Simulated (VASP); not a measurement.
# TaAlP2SO12 (Cc) in VASP: electric field gradients with PBE

Aim: the electric field gradients of TaAlP2SO12 with PBE.

Program: VASP 6.6.1. These are calculated values, not measurements. Logs are shortened: lines on timing, memory, paths and dates and some standing lists are left out, and cuts for length are marked.

### Step 1. The cell of the first run

Symmetry: Cc, No. 9, monoclinic system. The conventional cell has a = 14.874 Å, b = 8.543 Å, c = 8.842 Å, α = 90.00°, β = 123.86°, γ = 90.00°. Ta (site symmetry 1) has 6 O at 1.91 to 2.10 Å within 2.5 Å. Al (site symmetry 1) has 6 O at 1.86 to 2.01 Å within 2.5 Å. P (site symmetry 1) has 4 O at 1.50 to 1.59 Å within 2.0 Å. Within 2.0 Å of P (site symmetry 1) lie 4 O at 1.50 to 1.58 Å. Within 1.9 Å of S (site symmetry 1) lie 4 O at 1.45 to 1.51 Å. O (site symmetry 1) has 1 P at 1.51 Å and 1 Al at 1.90 Å within 2.0 Å. O (site symmetry 1) has 1 S at 1.46 Å within 1.9 Å. O (site symmetry 1) has 1 P at 1.51 Å and 1 Al at 1.86 Å within 2.0 Å.

### Step 2. Electric field gradients, PBE

INCAR reads:

```
SYSTEM = TaAlP2SO12
  PREC = Accurate
  ENCUT = 520
  EDIFF = 1E-8
  ISMEAR = -1
  SIGMA = 0.02
  LREAL = .FALSE.
  LASPH = .TRUE.
  NELM = 120
  ALGO = Normal
  ISIF = 2
  LWAVE = .FALSE.
  LCHARG = .FALSE.
  GGA = PE
  LEFG = .TRUE.
  NBANDS = 125
  GGA_COMPAT = .FALSE.
```

KPOINTS reads:

```
Automatic mesh
0
G
  3 3 3
  0 0 0
```

POSCAR reads:

```
TaAlP2SO12
1.0
    7.4370492703     -4.2716971200      0.0000000000
    7.4370492703      4.2716971200      0.0000000000
   -4.9263750477      0.0000000000      7.3423511318
Ta Al P S O
2 2 4 2 24
Direct
    0.8493371800      0.3657412400      0.0782964800
    0.3657412400      0.8493371800      0.5782964800
    0.1406247700      0.6441865500      0.9333525800
    0.6441865500      0.1406247700      0.4333525800
    0.5206343900      0.4535466600      0.2443532200
    0.9580249800      0.7651750600      0.2448955000
    0.7651750600      0.9580249800      0.7448955000
    0.4535466600      0.5206343900      0.7443532200
    0.2614144500      0.0282042500      0.2470935100
    0.0282042500      0.2614144500      0.7470935100
    0.3514862500      0.4933605500      0.0798928900
    0.2334503900      0.8648644800      0.0860890300
    0.9941467200      0.7340839400      0.0790663000
    0.7340839400      0.9941467200      0.5790663000
    0.8648644800      0.2334503900      0.5860890300
    0.4933605500      0.3514862500      0.5798928900
    0.6358523100      0.5019921500      0.9170744400
    0.7830297400      0.1379689300      0.9168960000
    0.0102264200      0.2746156500      0.9126260700
    0.2746156500      0.0102264200      0.4126260700
    0.1379689300      0.7830297400      0.4168960000
    0.5019921500      0.6358523100      0.4170744400
    0.2844815400      0.5579090700      0.7842539000
    0.9357466000      0.7854263800      0.7819603400
    0.0572419900      0.4270479600      0.7742888900
    0.4270479600      0.0572419900      0.2742888900
    0.7854263800      0.9357466000      0.2819603400
    0.5579090700      0.2844815400      0.2842539000
    0.7059349700      0.4304301100      0.2245912400
    0.0902577000      0.2057657000      0.2253913100
    0.9374221800      0.5803685600      0.2198782700
    0.5803685600      0.9374221800      0.7198782700
    0.2057657000      0.0902577000      0.7253913100
    0.4304301100      0.7059349700      0.7245912400
```

Potentials or basis: VASP PAW PBE potentials, release 64 (Ta_pv, Al, P, S, O).

The run is started by

```
> cat potpaw_PBE.64/Ta_pv/POTCAR potpaw_PBE.64/Al/POTCAR potpaw_PBE.64/P/POTCAR potpaw_PBE.64/S/POTCAR potpaw_PBE.64/O/POTCAR > POTCAR
> mpirun -np 1 vasp_std > vasp.out
```

OUTCAR:

```text
SYSTEM = TaAlP2SO12
   PREC = Accurate
   ENCUT = 520
   EDIFF = 1E-8
   ISMEAR = -1
   LREAL = .FALSE.
   LASPH = .TRUE.
   NELM = 120
   ISIF = 2
   GGA = PE

 ion  position               nearest neighbor table
   1  0.849  0.366  0.078-  29 1.91  17 1.92  31 1.95  18 1.95  30 2.03  19 2.10
   2  0.366  0.849  0.578-  34 1.91  22 1.92  32 1.95  21 1.95  33 2.03  20 2.10
   3  0.141  0.644  0.933-  13 1.86  24 1.87  23 1.88  11 1.90  25 1.95  12 2.01
   4  0.644  0.141  0.433-  14 1.86  27 1.87  28 1.88  16 1.90  26 1.95  15 2.01
   5  0.521  0.454  0.244-  28 1.50  11 1.51  22 1.57  29 1.59
   6  0.958  0.765  0.245-  27 1.50  13 1.51  21 1.57  31 1.58
   7  0.765  0.958  0.745-  24 1.50  14 1.51  18 1.57  32 1.58
   8  0.454  0.521  0.744-  23 1.50  16 1.51  17 1.57  34 1.59
   9  0.261  0.028  0.247-  26 1.45  12 1.46  20 1.49  30 1.51
  10  0.028  0.261  0.747-  25 1.45  15 1.46  19 1.49  33 1.51
  11  0.351  0.493  0.080-   5 1.51   3 1.90
  12  0.233  0.865  0.086-   9 1.46   3 2.01
  13  0.994  0.734  0.079-   6 1.51   3 1.86
  14  0.734  0.994  0.579-   7 1.51   4 1.86
  15  0.865  0.233  0.586-  10 1.46   4 2.01
  16  0.493  0.351  0.580-   8 1.51   4 1.90
[... 16 lines left out ...]
  33  0.206  0.090  0.725-  10 1.51   2 2.03
  34  0.430  0.706  0.725-   8 1.59   2 1.91

  LATTYP: Found a base centered monoclinic cell.
 ALAT       =    14.8740985406
 B/A-ratio  =     0.5743806401
 C/A-ratio  =     0.5944498340
 COS(beta)  =    -0.5571621523

  Lattice vectors:

 A1 = (   7.4370492703,  -4.2716971200,   0.0000000000)
 A2 = (   7.4370492703,   4.2716971200,   0.0000000000)
 A3 = (  -4.9263750477,   0.0000000000,   7.3423511318)

Analysis of symmetry for initial positions (statically):
=====================================================================
 Subroutine PRICEL returns:
 Original cell was already a primitive cell.

 Routine SETGRP: Setting up the symmetry group for a
 base centered monoclinic supercell.

 Subroutine GETGRP returns: Found  2 space group operations
 (whereof  1 operations were pure point group operations)
 out of a pool of  4 trial point group operations.

The static configuration has the point symmetry C_1 .
 The point group associated with its full space group is C_1h.

Analysis of symmetry for dynamics (positions and initial velocities):
=====================================================================
 Subroutine PRICEL returns:
 Original cell was already a primitive cell.

 Routine SETGRP: Setting up the symmetry group for a
 base centered monoclinic supercell.

 Subroutine GETGRP returns: Found  2 space group operations
 (whereof  1 operations were pure point group operations)
 out of a pool of  4 trial point group operations.

The dynamic configuration has the point symmetry C_1 .
 The point group associated with its full space group is C_1h.

 Subroutine INISYM returns: Found  2 space group operations
 (whereof  1 operations are pure point group operations),
 and found     1 'primitive' translations

----------------------------------------------------------------------------------------

                                     Primitive cell

  volume of cell :     466.5157

  direct lattice vectors                    reciprocal lattice vectors
     7.437049270 -4.271697120  0.000000000     0.067230965 -0.117049497  0.045108841
     7.437049270  4.271697120  0.000000000     0.067230965  0.117049497  0.045108841
    -4.926375048  0.000000000  7.342351132     0.000000000  0.000000000  0.136196156

  length of vectors
     8.576543484  8.576543484  8.841905409     0.142321449  0.142321449  0.136196156

  position of ions in fractional coordinates (direct lattice)
     0.849337180  0.365741240  0.078296480
     0.365741240  0.849337180  0.578296480
     0.140624770  0.644186550  0.933352580
     0.644186550  0.140624770  0.433352580
     0.520634390  0.453546660  0.244353220
     0.958024980  0.765175060  0.244895500
[... 26 lines left out ...]
     0.205765700  0.090257700  0.725391310
[... 100 lines left out ...]
   NFREE  =      0    steps in history (QN), initial steepest desc. (CG)
   ISIF   =      2    stress and relaxation
   ISYM   =      2    0-nonsym 1-usesym 2-fastsym
   POTIM  = 0.5000    time-step for ionic-motion
   TEBEG  =    0.0;   TEEND  =   0.0 temperature during run
   PSTRESS=    0.0 pullay stress
   NELECT =     204.0000    total number of electrons
   NUPDOWN=      -1.0000    fix difference up-down
   EMIN   =  10.00;   EMAX   =-10.00  energy-range for DOS
   EFERMI =   0.00;   METHOD = LEGACY
   ISMEAR =    -1;   SIGMA  =   0.02  broadening in eV -4-tet -1-fermi 0-gaus
   EFERMI_NEDOS =   21; number of points for ismear=-14 and -15
   IALGO  =     38    algorithm
   IMIX   =      4    mixing-type and parameters
     AMIX     =   0.40;   BMIX     =  1.00
     AMIX_MAG =   1.60;   BMIX_MAG =  1.00
  volume/ion in A,a.u.               =      13.72        92.59
  Fermi-wavevector in a.u.,A,eV,Ry     =   1.242595  2.348163 21.007958  1.544041
  Thomas-Fermi vector in A             =   2.376942
   LORBIT       =      0    0 simple, 1 ext, 2 COOP (PROOUT), +10 PAW based schemes
   GGA     = PE    functional components
   LHFCALC =     F    Hartree Fock is set to
   AEXX    =    0.0000 exact exchange contribution
   IVDW    =     0    specifies the selected vdW correction
   LEPSILON=     F    determine dielectric tensor
   LRPA    =     F    only Hartree local field effects (RPA)
 non-spin polarized calculation
  energy-cutoff  :      520.00
  volume of cell :      466.52
 maximum number of plane-waves:     12587
   NGX = 31   NGY = 31   NGZ = 33

 number of electron     203.9999998 magnetization

 Free energy of the ion-electron system (eV)
  ---------------------------------------------------
  ext. energy  EPLUGINS =         0.00000000
  ---------------------------------------------------
  free energy    TOTEN  =      -257.71450062 eV

  energy without entropy =     -257.71450062  energy(sigma->0) =     -257.71450062

 E-fermi :   1.0943     XC(G=0):  -8.8813

 val. band max:        0.5894963396   @ k =   0.0000   0.0000   0.0000
 cond. band min:       4.0395099574   @ k =   0.3333   0.3333  -0.0000
 fundamental gap:      3.4500136178
 Fermi energy:         1.0942752759

 k-point     1 :       0.0000    0.0000    0.0000
  band No.  band energies     occupation
      1     -34.4888      2.00000
      2     -34.4884      2.00000
      3     -34.4560      2.00000
      4     -34.4555      2.00000
      5     -34.4001      2.00000
      6     -34.3997      2.00000
[... 1159 lines left out ...]
    113       8.0892      0.00000
    114       8.3788      0.00000
 [bands above 114 left out]

------------------------ aborting loop because EDIFF is reached ----------------------------------------

  FORCE on cell =-STRESS in cart. coord.  units (eV):
  Direction    XX          YY          ZZ          XY          YZ          ZX
  --------------------------------------------------------------------------------------
  -------------------------------------------------------------------------------------
  Total       -0.4816026     -0.0944157     -0.2390026      0.0000000      0.0000000      0.0117180
  in kB       -1.6539912     -0.3242563     -0.8208182      0.0000000      0.0000000      0.0402437
  external PRESSURE =      -0.9330219 kB  Pullay stress =       0.0000000 kB

 VOLUME and BASIS-vectors are now :
 -----------------------------------------------------------------------------
  energy-cutoff  :      520.00
  volume of cell :      466.52
      direct lattice vectors                 reciprocal lattice vectors
     7.437049270 -4.271697120  0.000000000     0.067230965 -0.117049497  0.045108841
     7.437049270  4.271697120  0.000000000     0.067230965  0.117049497  0.045108841
    -4.926375048  0.000000000  7.342351132     0.000000000  0.000000000  0.136196156

 POSITION                                       TOTAL-FORCE (eV/Angst)
 -----------------------------------------------------------------------------------
      8.65088     -2.06578      0.57488        -0.040016      0.078107     -0.005725
      6.18769      2.06578      4.24606        -0.040016     -0.078107     -0.005725
      1.23864      2.15106      6.85300         0.070248      0.011846     -0.017491
      3.70182     -2.15106      3.18183         0.070248     -0.011846     -0.017491
      6.04126     -0.28658      1.79413         0.055428      0.069316     -0.011710
     11.60908     -0.82380      1.79811         0.044132     -0.026772     -0.036107
[... 26 lines left out ...]
     -1.37201     -0.49342      5.32608         0.030929      0.009714     -0.025401
      4.88159      1.17687      5.32020        -0.011851      0.019621     -0.031113
 -----------------------------------------------------------------------------------
    total drift:                               -0.000531     -0.000000      0.001164

  FREE ENERGIE OF THE ION-ELECTRON SYSTEM (eV)
  ---------------------------------------------------
  free  energy   TOTEN  =      -257.7145006209 eV

  energy  without entropy=     -257.7145006209  energy(sigma->0) =     -257.71450062

 Electric field gradients (V/A^2)
---------------------------------------------------------------------
 ion       V_xx      V_yy      V_zz      V_xy      V_xz      V_yz
---------------------------------------------------------------------
   1     -72.647    24.558    48.090   -63.032  -112.685     9.426
   2     -72.647    24.558    48.090    63.032  -112.685    -9.426
   3       9.385    -9.793     0.408     9.877    19.032     4.120
   4       9.385    -9.793     0.408    -9.877    19.032    -4.120
   5       4.514    -6.096     1.581   -25.025    12.653    33.202
   6      15.103   -17.348     2.245    16.676    18.295   -24.639
[... 26 lines left out ...]
  33     -75.682   136.630   -60.948   -21.422    -6.590    31.445
  34      45.957    -5.753   -40.203    64.655   -19.981   -11.065
---------------------------------------------------------------------

 Electric field gradients after diagonalization (V/A^2)
 (convention: |V_zz| > |V_xx| > |V_yy|)
----------------------------------------------------------------------
 ion       V_xx      V_yy      V_zz     asymmetry (V_yy - V_xx)/ V_zz
----------------------------------------------------------------------
   1     132.151    22.007  -154.158       0.714
   2     132.151    22.007  -154.158       0.714
   3     -16.633   -10.692    27.325       0.217
   4     -16.633   -10.692    27.325       0.217
   5      33.917    15.537   -49.454       0.372
   6      28.084    15.881   -43.965       0.278
[... 26 lines left out ...]
  33     -78.722   -65.034   143.756       0.095
  34     -50.193   -43.410    93.603       0.072
----------------------------------------------------------------------

           NMR quadrupolar parameters

 Cq : quadrupolar parameter    Cq=e*Q*V_zz/h
 eta: asymmetry parameters     (V_yy - V_xx)/ V_zz
 Q  : nuclear electric quadrupole moment in mb (millibarn)
----------------------------------------------------------------------
 ion       Cq(MHz)       eta       Q (mb)
----------------------------------------------------------------------
   1      -0.373       0.714       1.000
   2      -0.373       0.714       1.000
   3       0.066       0.217       1.000
   4       0.066       0.217       1.000
   5      -0.120       0.372       1.000
   6      -0.106       0.278       1.000
[... 26 lines left out ...]
  33       0.348       0.095       1.000
  34       0.226       0.072       1.000
----------------------------------------------------------------------
```

Run time: 23 min. Hardware: 1 thread of Intel Xeon Platinum 8259CL at 2.50GHz (Skylake/Cascade Lake), shared host; peak memory 0.93 GiB.

Results:

| Quantity | Value |
| --- | --- |
| Free energy | -257.7145 eV |
| Pressure | -0.1 GPa |
| Largest force | 0.211 eV/Å |
| Band gap on the k mesh | 3.45 eV |
| Largest electric field gradient by atom | Ta -154.2; Al +27.3; P -49.5, -44.0 (each value once); S -31.0; O +107.4, +144.4, +107.6, +93.5, +94.1, +146.4, +106.2, +107.1, +142.5, +93.6, +143.8, +92.6 (each value once) V/Å² |

Forces on the atoms (eV/Å):
```
Ta  -0.040  0.078 -0.006
Ta  -0.040 -0.078 -0.006
Al   0.070  0.012 -0.017
Al   0.070 -0.012 -0.017
P    0.055  0.069 -0.012
P    0.044 -0.027 -0.036
P    0.044  0.027 -0.036
P    0.055 -0.069 -0.012
S   -0.151  0.016  0.060
S   -0.151 -0.016  0.060
O    0.009  0.005  0.043
O    0.013 -0.016 -0.006
O   -0.034  0.049  0.011
O   -0.034 -0.049  0.011
O    0.013  0.016 -0.006
O    0.009 -0.005  0.043
O    0.058  0.077  0.008
O   -0.055 -0.057  0.019
O    0.029  0.027  0.017
O    0.029 -0.027  0.017
O   -0.055  0.057  0.019
O    0.058 -0.077  0.008
O   -0.098  0.073  0.015
O    0.006 -0.208 -0.009
O    0.112  0.177 -0.030
O    0.112 -0.177 -0.030
O    0.006  0.208 -0.009
O   -0.098 -0.073  0.015
O   -0.012 -0.020 -0.031
O    0.031 -0.010 -0.025
O   -0.037  0.038  0.000
O   -0.037 -0.038  0.000
O    0.031  0.010 -0.025
O   -0.012  0.020 -0.031
```

Electric field gradients, principal values (V/Å²):
```tsv
atom	least	middle	greatest (by size)
1 Ta	22.007	132.151	-154.158
2 Ta	22.007	132.151	-154.158
3 Al	-10.692	-16.633	27.325
4 Al	-10.692	-16.633	27.325
5 P	15.537	33.917	-49.454
6 P	15.881	28.084	-43.965
7 P	15.881	28.084	-43.965
8 P	15.537	33.917	-49.454
9 S	12.498	18.546	-31.044
10 S	12.498	18.546	-31.044
11 O	-50.319	-57.046	107.365
12 O	-66.878	-77.545	144.423
13 O	-50.299	-57.301	107.600
14 O	-50.299	-57.301	107.600
15 O	-66.878	-77.545	144.423
16 O	-50.319	-57.046	107.365
17 O	-43.233	-50.291	93.524
18 O	-43.359	-50.703	94.062
19 O	-65.905	-80.529	146.433
20 O	-65.905	-80.529	146.433
21 O	-43.359	-50.703	94.062
22 O	-43.233	-50.291	93.524
23 O	-50.045	-56.178	106.223
24 O	-48.681	-58.373	107.054
25 O	-65.252	-77.283	142.535
26 O	-65.252	-77.283	142.535
27 O	-48.681	-58.373	107.054
28 O	-50.045	-56.178	106.223
29 O	-43.410	-50.193	93.603
30 O	-65.034	-78.722	143.756
31 O	-42.329	-50.292	92.621
32 O	-42.329	-50.292	92.621
33 O	-65.034	-78.722	143.756
34 O	-43.410	-50.193	93.603
```

Caveat: without QUAD_EFG the Cq values of the log hold for a quadrupole moment of 1 mb, not for the nuclei; spin-orbit coupling is left out, which moves the levels of the heavy elements.
